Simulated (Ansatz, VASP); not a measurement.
# One calculation of Rh, two programs

The input POSCAR:

```
Rh
1.0
    0.0000000000      1.8730267500      1.8445035000
    1.8730267500      0.0000000000      1.8445035000
    1.8730267500      1.8730267500      0.0000000000
Rh
1
Direct
    0.0000000000      0.0000000000      0.0000000000
```

INCAR.step1

```
ALGO     = Normal         # electronic algorithm
EDIFF    = 1E-4           # SCF threshold, eV
ENCUT    = 520            # plane-wave cutoff, eV
GGA      = PE             # functional
ISMEAR   = 0              # smearing method
LASPH    = T              # aspherical terms in the spheres
LCHARG   = F              # write CHGCAR
LREAL    = F              # projectors in reciprocal space
LWAVE    = T              # write WAVECAR
NBANDS   = 14             # bands
NELM     = 60             # most SCF steps
PREC     = Accurate       # precision mode
SIGMA    = 0.15           # smearing width, eV
```

The input INCAR.step2:

```
ALGO     = Normal         # electronic algorithm
EDIFF    = 1E-6           # SCF threshold, eV
ENCUT    = 520            # plane-wave cutoff, eV
ISIF     = 2              # what is computed and relaxed
ISMEAR   = 0              # smearing method
ISTART   = 1            
LASPH    = T              # aspherical terms in the spheres
LCHARG   = T              # write CHGCAR
LELF     = T              # ELF
LMIXTAU  = T            
LREAL    = F              # projectors in reciprocal space
LVHAR    = T            
LWAVE    = F              # write WAVECAR
METAGGA  = R2SCAN         # meta-GGA
NBANDS   = 14             # bands
NELM     = 60             # most SCF steps
PREC     = Accurate       # precision mode
SIGMA    = 0.15           # smearing width, eV
```

The input KPOINTS:

```
k-points
0
Gamma
  22 22 22
```

Input for Ansatz:

```yaml
crystal:
  lattice:
    - [0.0, 1.87302675, 1.8445035]
    - [1.87302675, 0.0, 1.8445035]
    - [1.87302675, 1.87302675, 0.0]
  atoms:
    - { symbol: Rh, position: [0.0, 0.0, 0.0] }
basis:
  ecutwfc: 500
kpoints:
  mp_grid: { grid: [22, 22, 22] }
hamiltonian:
  xc: r2scan
scf:
  occupations: { method: gaussian, width: 0.15 }
output:
  forces: true
  stress: true
  eigenvalues: true
```

Change from the starting cell: strain -0.015 along x and y, -0.030 along z, atoms carried along.

Alike in both runs: task single point; functional r2SCAN; k mesh 22 × 22 × 22; occupations gaussian, width 0.15 eV; no spin polarisation.

|  | VASP | Ansatz |
| --- | --- | --- |
| version | VASP 6.6.1 | Ansatz 0.2.0 |
| potentials or method | VASP PAW PBE potentials, release 64 (Rh_pv), cutoff 520 eV | scalar-relativistic, plane waves, PAW |
| valence electrons in the cell | 15 | 17 |

|  | VASP | Ansatz | Ansatz less VASP |
| --- | --- | --- | --- |
| gap on the k mesh at the Fermi level (eV) | none | none | - |
| pressure (GPa) | 20.8 | 19.2 | -1.60 |
| traceless stress, the component that is largest in VASP (GPa) | 2.93 | 2.92 | -0.015 |

VASP's potentials were made for PBE, not for r2SCAN. A gap of «none» marks a metal or a gap that the smearing closes. With one functional, cell and mesh, what is left measures potentials, basis and numerics. VASP's potentials hold 15 valence electrons a cell and Ansatz's 17, so a difference there can come from the potentials and not from the codes.
